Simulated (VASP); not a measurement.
A run of VASP 6.6.1 is set up as follows.

Contents of INCAR:

```
  ALGO = Normal
  EDIFF = 1E-7
  ENCUT = 520
  GGA = PE
  ISIF = 2
  ISMEAR = 0
  LASPH = True
  LCHARG = False
  LREAL = False
  LWAVE = False
  NBANDS = 26
  NELM = 60
  PREC = Accurate
  SIGMA = 0.02
```

Contents of KPOINTS:

```
k-points
0
Gamma
  12 12 6
```

The input POSCAR:

```
ZnO
1.0
    3.2550856429      0.0000000000      0.0000000000
   -1.6275428214      2.8189868583      0.0000000000
    0.0000000000      0.0000000000      5.2540042660
Zn O
2 2
Direct
    0.6666666667      0.3333333333      0.5006231443
    0.3333333333      0.6666666667      0.0006231443
    0.6666666667      0.3333333333      0.8796868557
    0.3333333333      0.6666666667      0.3796868557
```

Potentials or basis: VASP PAW PBE potentials, release 64 (Zn, O).

Run with:

```bash
$ cat potpaw_PBE.64/Zn/POTCAR potpaw_PBE.64/O/POTCAR > POTCAR
$ mpirun -np 1 vasp_std > vasp.out
```

**Question.** Estimate the pressure.

**Answer.** 4.0 GPa.

**Question.** What does it give for the band gap on the k mesh?

**Answer.** 0.76 eV, direct.
